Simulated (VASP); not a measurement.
# K3TaO3 (Cmcm) in VASP: further runs

K3TaO3 is run at these levels: PBE; tasks: single point.

Program: VASP 6.6.1. These are calculated values, not measurements. Logs are shortened: lines on timing, memory, paths and dates and some standing lists are left out, and cuts for length are marked.

### Step 1. The cell of the first run

Symmetry: Cmcm, No. 63, orthorhombic system. The conventional cell has a = 9.356 Å, b = 11.511 Å, c = 5.913 Å, α = 90.00°, β = 90.00°, γ = 90.00°. Within 3.9 Å of K (site symmetry m2m) lie 5 O at 2.76 to 3.04 Å and 2 Ta at 3.70 Å and 6 K at 3.71 to 3.81 Å. K (site symmetry m) has 5 O at 2.72 to 3.25 Å and 4 Ta at 3.53 to 4.05 Å and 7 K at 3.71 to 4.06 Å within 4.1 Å. Ta (site symmetry m2m) has 3 O at 1.87 Å within 2.5 Å. Within 2.5 Å of O (site symmetry m) lie 1 Ta at 1.87 Å. Within 2.5 Å of O (site symmetry m2m) lie 1 Ta at 1.87 Å.

### Step 2. Single point, PBE

Contents of INCAR:

```
SYSTEM = K3TaO3
  PREC = Accurate
  ENCUT = 520
  EDIFF = 1E-7
  ISMEAR = 0
  SIGMA = 0.15
  LREAL = .False.
  LASPH = .True.
  NELM = 80
  ALGO = Normal
  ISIF = 2
  LWAVE = .False.
  LCHARG = .False.
  GGA = PE
  NBANDS = 69
```

Contents of KPOINTS:

```
Automatic mesh
0
Gamma
  2 2 2
  0 0 0
```

Contents of POSCAR:

```
K3TaO3
1.0
    4.6778065561     -5.7554583528      0.0000000000
    4.6778065561      5.7554583528      0.0000000000
    0.0000000000      0.0000000000      5.9125140827
K Ta O
6 2 6
Direct
    0.3955709719      0.6044290281      0.7500000000
    0.9060220163      0.6878478438      0.7500000000
    0.3121521562      0.0939779837      0.7500000000
    0.6044290281      0.3955709719      0.2500000000
    0.6878478438      0.9060220163      0.2500000000
    0.0939779837      0.3121521562      0.2500000000
    0.7980383985      0.2019616015      0.7500000000
    0.2019616015      0.7980383985      0.2500000000
    0.0502214040      0.3019780733      0.7500000000
    0.6980219267      0.9497785960      0.7500000000
    0.6353588259      0.3646411741      0.7500000000
    0.3019780733      0.0502214040      0.2500000000
    0.9497785960      0.6980219267      0.2500000000
    0.3646411741      0.6353588259      0.2500000000
```

Potentials or basis: VASP PAW PBE potentials, release 64 (K_sv, Ta_pv, O).

Launch:

```console
$ cat potpaw_PBE.64/K_sv/POTCAR potpaw_PBE.64/Ta_pv/POTCAR potpaw_PBE.64/O/POTCAR > POTCAR
$ mpirun -np 1 vasp_std > vasp.out
```

OUTCAR:

```text
SYSTEM = K3TaO3
   PREC = Accurate
   ENCUT = 520
   EDIFF = 1E-7
   ISMEAR = 0
   LREAL = .False.
   LASPH = .True.
   NELM = 80
   ISIF = 2
   GGA = PE

 ion  position               nearest neighbor table
   1  0.396  0.604  0.750-  11 2.76   8 3.70   8 3.70   2 3.71   3 3.71   2 3.81   3 3.81   4 3.81
                             4 3.81
   2  0.906  0.688  0.750-  10 2.72  11 2.79   7 3.53   8 3.67   8 3.67   1 3.71   3 3.80   1 3.81

   3  0.312  0.094  0.750-   9 2.72  11 2.79   7 3.53   8 3.67   8 3.67   1 3.71   2 3.80   1 3.81
[... 7 lines left out ...]
   7  0.798  0.202  0.750-   9 1.87  10 1.87  11 1.87   3 3.53   2 3.53   6 3.67   5 3.67   5 3.67
                             6 3.67   4 3.70   4 3.70
   8  0.202  0.798  0.250-  12 1.87  13 1.87  14 1.87   6 3.53   5 3.53   3 3.67   2 3.67   2 3.67
                             3 3.67   1 3.70   1 3.70
   9  0.050  0.302  0.750-   7 1.87   3 2.72
  10  0.698  0.950  0.750-   7 1.87   2 2.72
  11  0.635  0.365  0.750-   7 1.87   1 2.76   3 2.79   2 2.79
  12  0.302  0.050  0.250-   8 1.87   6 2.72
  13  0.950  0.698  0.250-   8 1.87   5 2.72
  14  0.365  0.635  0.250-   8 1.87   4 2.76   6 2.79   5 2.79

  LATTYP: Found a base centered orthorhombic cell.
 ALAT       =     9.3556131122
 B/A-ratio  =     1.2303754514
 C/A-ratio  =     0.6319750520

  Lattice vectors:

 A1 = (   4.6778065561,  -5.7554583528,   0.0000000000)
 A2 = (   4.6778065561,   5.7554583528,   0.0000000000)
 A3 = (   0.0000000000,   0.0000000000,   5.9125140827)

Analysis of symmetry for initial positions (statically):
=====================================================================
 Subroutine PRICEL returns:
 Original cell was already a primitive cell.

 Routine SETGRP: Setting up the symmetry group for a
 base centered orthorhombic supercell.

 Subroutine GETGRP returns: Found  8 space group operations
 (whereof  4 operations were pure point group operations)
 out of a pool of  8 trial point group operations.

The static configuration has the point symmetry C_2h.
 The point group associated with its full space group is D_2h.

Analysis of symmetry for dynamics (positions and initial velocities):
=====================================================================
 Subroutine PRICEL returns:
 Original cell was already a primitive cell.

 Routine SETGRP: Setting up the symmetry group for a
 base centered orthorhombic supercell.

 Subroutine GETGRP returns: Found  8 space group operations
 (whereof  4 operations were pure point group operations)
 out of a pool of  8 trial point group operations.

The dynamic configuration has the point symmetry C_2h.
 The point group associated with its full space group is D_2h.

 Subroutine INISYM returns: Found  8 space group operations
 (whereof  4 operations are pure point group operations),
 and found     1 'primitive' translations

----------------------------------------------------------------------------------------

                                     Primitive cell

  volume of cell :     318.3643

  direct lattice vectors                    reciprocal lattice vectors
     4.677806556 -5.755458353  0.000000000     0.106887703 -0.086874054  0.000000000
     4.677806556  5.755458353  0.000000000     0.106887703  0.086874054  0.000000000
     0.000000000  0.000000000  5.912514083     0.000000000  0.000000000  0.169132790

  length of vectors
     7.416682212  7.416682212  5.912514083     0.137739183  0.137739183  0.169132790

  position of ions in fractional coordinates (direct lattice)
     0.395570972  0.604429028  0.750000000
     0.906022016  0.687847844  0.750000000
     0.312152156  0.093977984  0.750000000
     0.604429028  0.395570972  0.250000000
     0.687847844  0.906022016  0.250000000
     0.093977984  0.312152156  0.250000000
     0.798038398  0.201961602  0.750000000
     0.201961602  0.798038398  0.250000000
     0.050221404  0.301978073  0.750000000
     0.698021927  0.949778596  0.750000000
     0.635358826  0.364641174  0.750000000
     0.301978073  0.050221404  0.250000000
[... 51 lines left out ...]
     AMIX     =   0.40;   BMIX     =  1.00
     AMIX_MAG =   1.60;   BMIX_MAG =  1.00
  volume/ion in A,a.u.               =      22.74       153.46
  Fermi-wavevector in a.u.,A,eV,Ry     =   1.155685  2.183928 18.172040  1.335607
  Thomas-Fermi vector in A             =   2.292311
   LORBIT       =      0    0 simple, 1 ext, 2 COOP (PROOUT), +10 PAW based schemes
   GGA     = PE    functional components
   LHFCALC =     F    Hartree Fock is set to
   AEXX    =    0.0000 exact exchange contribution
   IVDW    =     0    specifies the selected vdW correction
   LEPSILON=     F    determine dielectric tensor
   LRPA    =     F    only Hartree local field effects (RPA)
 non-spin polarized calculation
 Gauss-broadening in eV      SIGMA  =   0.15
  energy-cutoff  :      520.00
  volume of cell :      318.36
 maximum number of plane-waves:      8588
 NGX is ok and might be reduce to    56
   NGX = 27   NGY = 27   NGZ = 21

 number of electron     111.9999987 magnetization

 Free energy of the ion-electron system (eV)
  ---------------------------------------------------
  ext. energy  EPLUGINS =         0.00000000
  ---------------------------------------------------
  free energy    TOTEN  =       -85.35939033 eV

  energy without entropy =      -85.35939033  energy(sigma->0) =      -85.35939033

 E-fermi :   2.0146     XC(G=0):  -8.3190

 val. band max:        1.3061984770   @ k =   0.5000   0.5000   0.5000
 cond. band min:       3.1695192915   @ k =   0.0000   0.0000   0.5000
 fundamental gap:      1.8633208144
 Fermi energy:         2.0146460984

 k-point     1 :       0.0000    0.0000    0.0000
  band No.  band energies     occupation
      1     -33.3693      2.00000
      2     -33.3693      2.00000
      3     -33.3329      2.00000
      4     -33.3326      2.00000
      5     -32.8852      2.00000
      6     -32.8851      2.00000
[... 415 lines left out ...]
     67       5.4902      0.00000
     68       5.4907      0.00000
 [bands above 68 left out]

------------------------ aborting loop because EDIFF is reached ----------------------------------------

  FORCE on cell =-STRESS in cart. coord.  units (eV):
  Direction    XX          YY          ZZ          XY          YZ          ZX
  --------------------------------------------------------------------------------------
  -------------------------------------------------------------------------------------
  Total        1.1840740      1.4665771      1.1331440      0.0000000     -0.0000000      0.0000000
  in kB        5.9588859      7.3805907      5.7025794      0.0000000     -0.0000000      0.0000000
  external PRESSURE =       6.3473520 kB  Pullay stress =       0.0000000 kB

 VOLUME and BASIS-vectors are now :
 -----------------------------------------------------------------------------
  energy-cutoff  :      520.00
  volume of cell :      318.36
      direct lattice vectors                 reciprocal lattice vectors
     4.677806556 -5.755458353  0.000000000     0.106887703 -0.086874054  0.000000000
     4.677806556  5.755458353  0.000000000     0.106887703  0.086874054  0.000000000
     0.000000000  0.000000000  5.912514083     0.000000000  0.000000000  0.169132790

 POSITION                                       TOTAL-FORCE (eV/Angst)
 -----------------------------------------------------------------------------------
      4.67781      1.20207      4.43439         0.000000      0.033633      0.000000
      7.45581     -1.25569      4.43439        -0.022865      0.002596      0.000000
      1.89980     -1.25569      4.43439         0.022865      0.002596      0.000000
      4.67781     -1.20207      1.47813         0.000000     -0.033633     -0.000000
      7.45581      1.25569      1.47813        -0.022865     -0.002596     -0.000000
      1.89980      1.25569      1.47813         0.022865     -0.002596     -0.000000
      4.67781     -3.43070      4.43439         0.000000     -0.044800      0.000000
      4.67781      3.43070      1.47813         0.000000      0.044800     -0.000000
      1.64752      1.44898      4.43439         0.147693     -0.104960     -0.000000
      7.70809      1.44898      4.43439        -0.147693     -0.104960      0.000000
      4.67781     -1.55810      4.43439         0.000000      0.205305      0.000000
      1.64752     -1.44898      1.47813         0.147693      0.104960     -0.000000
      7.70809     -1.44898      1.47813        -0.147693      0.104960     -0.000000
      4.67781      1.55810      1.47813         0.000000     -0.205305      0.000000
 -----------------------------------------------------------------------------------
    total drift:                               -0.000000     -0.000000      0.000000

  FREE ENERGIE OF THE ION-ELECTRON SYSTEM (eV)
  ---------------------------------------------------
  free  energy   TOTEN  =       -85.3593903271 eV

  energy  without entropy=      -85.3593903271  energy(sigma->0) =      -85.35939033
```

Run time: 2.6 min. Hardware: 1 thread of Intel Xeon 6975P-C (Granite Rapids), shared host; peak memory 0.43 GiB.

Results:

| Property | Result |
| --- | --- |
| Free energy | -85.3594 eV |
| Pressure | 0.6 GPa |
| Largest force | 0.205 eV/Å |
| Band gap on the k mesh | 1.86 eV (least direct gap 1.88 eV) |

Forces in eV/Å, atoms in the order of the input:
```
K    0.000  0.034  0.000
K   -0.023  0.003  0.000
K    0.023  0.003  0.000
K    0.000 -0.034  0.000
K   -0.023 -0.003  0.000
K    0.023 -0.003  0.000
Ta   0.000 -0.045  0.000
Ta   0.000  0.045  0.000
O    0.148 -0.105  0.000
O   -0.148 -0.105  0.000
O    0.000  0.205  0.000
O    0.148  0.105  0.000
O   -0.148  0.105  0.000
O    0.000 -0.205  0.000
```

Levels at points of the mesh, in eV from the valence-band top:
| k point | band 52 | band 53 | band 54 | band 55 | band 56 | band 57 | band 58 | band 59 | band 60 | band 61 |
| --- | --- | --- | --- | --- | --- | --- | --- | --- | --- | --- |
| (0.00, 0.00, 0.00) | -2.76 | -2.75 | -2.74 | -0.94 | -0.35 | 2.27 | 2.42 | 2.89 | 2.95 | 3.07 |
| (0.50, 0.00, 0.00) | -2.81 | -2.72 | -2.66 | -0.65 | -0.49 | 2.38 | 2.40 | 2.89 | 2.94 | 2.97 |
| (0.50, 0.50, 0.00) | -2.81 | -2.70 | -2.55 | -0.53 | -0.47 | 2.40 | 2.59 | 2.72 | 2.78 | 2.79 |
| (0.00, 0.00, 0.50) | -2.85 | -2.76 | -2.76 | -0.02 | -0.02 | 1.86 | 1.86 | 2.59 | 2.59 | 2.80 |
| (0.50, 0.00, 0.50) | -2.87 | -2.70 | -2.70 | -0.01 | -0.01 | 2.09 | 2.09 | 2.54 | 2.54 | 2.82 |
| (0.50, 0.50, 0.50) | -2.88 | -2.64 | -2.64 | 0.00 | 0.00 | 2.20 | 2.20 | 2.52 | 2.52 | 2.80 |

Caveat: the k points lie up to 0.53 Å⁻¹ apart; spin-orbit coupling is left out, which moves the levels of the heavy elements.

### Step 3. Single point, PBE

This run uses another cell than the first one, of 23.00 Å³/atom.

Contents of INCAR:

```
  ALGO = Normal
  EDIFF = 1E-6
  ENCUT = 520
  GGA = PE
  ISIF = 2
  ISMEAR = 0
  LASPH = T
  LCHARG = F
  LREAL = F
  LWAVE = F
  NBANDS = 69
  NELM = 60
  PREC = Accurate
  SIGMA = 0.1
```

Contents of KPOINTS:

```
k-points
0
Gamma
  2 2 2
```

Contents of POSCAR:

```
K3TaO3
1.0
    0.0000000000      0.0000000000      5.9328266463
    4.6902981222     -5.7870401580      0.0000000000
    4.6902981222      5.7870401580      0.0000000000
K Ta O
6 2 6
Direct
    0.7500000000      0.3944316564      0.6055683436
    0.7500000000      0.9027305217      0.6869033257
    0.7500000000      0.3130966743      0.0972694783
    0.2500000000      0.6055683436      0.3944316564
    0.2500000000      0.6869033257      0.9027305217
    0.2500000000      0.0972694783      0.3130966743
    0.7500000000      0.7988645945      0.2011354055
    0.2500000000      0.2011354055      0.7988645945
    0.7500000000      0.0502319215      0.2998700489
    0.7500000000      0.7001299511      0.9497680785
    0.7500000000      0.6367226174      0.3632773826
    0.2500000000      0.2998700489      0.0502319215
    0.2500000000      0.9497680785      0.7001299511
    0.2500000000      0.3632773826      0.6367226174
```

Potentials or basis: VASP PAW PBE potentials, release 64 (K_sv, Ta_pv, O).

Launch:

```console
$ cat potpaw_PBE.64/K_sv/POTCAR potpaw_PBE.64/Ta_pv/POTCAR potpaw_PBE.64/O/POTCAR > POTCAR
$ mpirun -np 1 vasp_std > vasp.out
```

It took 2.5 min on 1 thread of Intel Xeon 6975P-C (Granite Rapids), shared host; peak memory 0.44 GiB.

Results (log left out):

```yaml
Free_energy: -85.3657 eV
Pressure: 0.4 GPa
Largest_force: 0.208 eV/Å
Band_gap_on_the_k_mesh: 1.83 eV (least direct gap 1.85 eV)
```

Forces on the atoms (eV/Å):
```
K    0.000  0.028  0.000
K    0.029 -0.020  0.000
K   -0.029 -0.020  0.000
K    0.000 -0.028  0.000
K    0.029  0.020  0.000
K   -0.029  0.020  0.000
Ta   0.000  0.010  0.000
Ta   0.000 -0.010  0.000
O    0.187 -0.092  0.000
O   -0.187 -0.092  0.000
O    0.000  0.183  0.000
O    0.187  0.092  0.000
O   -0.187  0.092  0.000
O    0.000 -0.183  0.000
```

Stress tensor (GPa, compression positive):
```
0.44 0.00 0.00
0.00 0.40 0.00
0.00 0.00 0.27
```

Levels at points of the mesh, in eV from the valence-band top:
| k point | band 53 | band 54 | band 55 | band 56 | band 57 | band 58 | band 59 | band 60 |
| --- | --- | --- | --- | --- | --- | --- | --- | --- |
| (0.00, 0.00, 0.00) | -2.75 | -2.75 | -0.95 | -0.36 | 2.29 | 2.43 | 2.84 | 2.95 |
| (0.50, 0.00, 0.00) | -2.76 | -2.76 | -0.02 | -0.02 | 1.83 | 1.83 | 2.60 | 2.60 |
| (0.00, 0.50, 0.00) | -2.72 | -2.67 | -0.66 | -0.50 | 2.39 | 2.40 | 2.85 | 2.89 |
| (0.50, 0.50, 0.00) | -2.70 | -2.70 | -0.01 | -0.01 | 2.05 | 2.05 | 2.54 | 2.54 |
| (0.00, 0.50, 0.50) | -2.70 | -2.55 | -0.54 | -0.47 | 2.41 | 2.57 | 2.72 | 2.76 |
| (0.50, 0.50, 0.50) | -2.64 | -2.64 | 0.00 | 0.00 | 2.17 | 2.17 | 2.52 | 2.52 |

Caveat: the k points lie up to 0.53 Å⁻¹ apart; spin-orbit coupling is left out, which moves the levels of the heavy elements.

### Step 4. Single point, PBE

This run uses another cell than the first one, of 23.00 Å³/atom.

Contents of INCAR:

```
SYSTEM = K3TaO3
PREC = Accurate ; ENCUT = 520
EDIFF = 1E-7 ; ISMEAR = 0
SIGMA = 0.02 ; LREAL = .FALSE.
LASPH = .TRUE. ; NELM = 80
ALGO = Normal ; ISIF = 2
LWAVE = .FALSE. ; LCHARG = .TRUE.
GGA = PE ; LELF = .TRUE.
LVHAR = .TRUE. ; NBANDS = 69
```

Contents of KPOINTS:

```
Automatic mesh
0
G
  4 4 6
  0 0 0
```

Contents of POSCAR:

```
K3TaO3
1.0
    4.6902981222     -5.7870401580      0.0000000000
    4.6902981222      5.7870401580      0.0000000000
    0.0000000000      0.0000000000      5.9328266463
K Ta O
6 2 6
Direct
    0.3944316564      0.6055683436      0.7500000000
    0.9027305217      0.6869033257      0.7500000000
    0.3130966743      0.0972694783      0.7500000000
    0.6055683436      0.3944316564      0.2500000000
    0.6869033257      0.9027305217      0.2500000000
    0.0972694783      0.3130966743      0.2500000000
    0.7988645945      0.2011354055      0.7500000000
    0.2011354055      0.7988645945      0.2500000000
    0.0502319215      0.2998700489      0.7500000000
    0.7001299511      0.9497680785      0.7500000000
    0.6367226174      0.3632773826      0.7500000000
    0.2998700489      0.0502319215      0.2500000000
    0.9497680785      0.7001299511      0.2500000000
    0.3632773826      0.6367226174      0.2500000000
```

Launch:

```console
$ cat potpaw_PBE.64/K_sv/POTCAR potpaw_PBE.64/Ta_pv/POTCAR potpaw_PBE.64/O/POTCAR > POTCAR
$ mpirun -np 1 vasp_std > vasp.out
```

Run time: 19 min. Hardware: 1 thread of Oxide Virtual Turin-like, shared host; peak memory 0.67 GiB.

It converged, with:

* Free energy: -85.4502 eV
* Pressure: 0.4 GPa
* Largest force: 0.181 eV/Å
* Band gap on the k mesh: 1.84 eV (least direct gap 1.86 eV)

Forces in eV/Å, atoms in the order of the input:
```
K    0.000  0.003  0.000
K    0.004 -0.006  0.000
K   -0.004 -0.006  0.000
K    0.000 -0.003  0.000
K    0.004  0.006  0.000
K   -0.004  0.006  0.000
Ta   0.000  0.014  0.000
Ta   0.000 -0.014  0.000
O    0.162 -0.082  0.000
O   -0.162 -0.082  0.000
O    0.000  0.156  0.000
O    0.162  0.082  0.000
O   -0.162  0.082  0.000
O    0.000 -0.156  0.000
```

Stress tensor (GPa, compression positive):
```
0.55 0.00 0.00
0.00 0.50 0.00
0.00 0.00 0.01
```

Levels at points of the mesh, in eV from the valence-band top:
```csv
k point,band 53,band 54,band 55,band 56,band 57,band 58,band 59,band 60
"(0.00, 0.00, 0.00)",-2.74,-2.73,-0.94,-0.36,2.29,2.43,2.84,2.94
"(0.50, 0.00, 0.00)",-2.71,-2.65,-0.65,-0.50,2.39,2.40,2.87,2.88
"(0.50, 0.50, 0.00)",-2.69,-2.54,-0.54,-0.47,2.41,2.59,2.71,2.76
"(0.00, 0.00, 0.50)",-2.74,-2.74,-0.02,-0.02,1.84,1.84,2.59,2.59
"(0.50, 0.00, 0.50)",-2.69,-2.69,-0.01,-0.01,2.06,2.06,2.54,2.54
"(0.50, 0.50, 0.50)",-2.63,-2.63,0.00,0.00,2.18,2.18,2.52,2.52
```

Caveat: spin-orbit coupling is left out, which moves the levels of the heavy elements. A k mesh can miss the band edges.

### Step 5. Summary

```tsv
cell	k mesh	smearing	gap on the mesh (eV)	pressure (GPa)	largest force (eV/Å)
a = 7.417, b = 7.417, c = 5.913 Å, angles 90.0, 90.0, 101.8°, 14 atoms, atomic positions A	2 × 2 × 2	gaussian 0.15 eV	1.86	0.6	0.21
a = 5.933, b = 7.449, c = 7.449 Å, angles 102.0, 90.0, 90.0°, 14 atoms, atomic positions B	2 × 2 × 2	gaussian 0.1 eV	1.83	0.4	0.21
a = 7.449, b = 7.449, c = 5.933 Å, angles 90.0, 90.0, 102.0°, 14 atoms, atomic positions B	4 × 4 × 6	gaussian 0.02 eV	1.84	0.4	0.18
```

Alike in all rows: task single point; level PBE; potentials or basis VASP PAW PBE potentials, release 64 (K_sv, Ta_pv, O); no spin polarisation; cutoff (eV) 520.

Caveats: some runs use coarse meshes; spin-orbit coupling is left out, which moves the levels of the heavy elements.

Total energies depend on the potentials used, so only differences within one code and one set of settings carry meaning.
